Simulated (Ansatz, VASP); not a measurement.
# Two plane-wave programs on Y

```
CELL_PARAMETERS angstrom
3.54468 0.00000 0.00000
-1.77234 3.06978 0.00000
0.00000 0.00000 5.50195
ATOMIC_POSITIONS crystal
Y 0.33333 0.66667 0.25000
Y 0.66667 0.33333 0.75000
```

Alike in both runs: functional LDA; k mesh 15 × 15 × 8; occupations gaussian, width 0.1 eV; no spin polarisation.

Ansatz relaxed the structure, and its values are those at the end. VASP's run is a single point on that final structure, the one shown.

|  | VASP | Ansatz |
| --- | --- | --- |
| version | VASP 6.6.1 | Ansatz 0.2.0 |
| potentials or method | VASP PAW LDA potentials, release 64 (Y_sv), cutoff 520 eV | scalar-relativistic, plane waves, PAW |
| valence electrons in the cell | 22 | 22 |

|  | VASP | Ansatz | Ansatz less VASP |
| --- | --- | --- | --- |
| gap on the k mesh at the Fermi level (eV) | none | none | - |
| pressure (GPa) | -0.1 | 0.0 | +0.14 |

LDA's correlation is that of Perdew and Zunger in VASP and of Perdew and Wang (1992) in Ansatz. A gap of «none» marks a metal or a gap that the smearing closes.
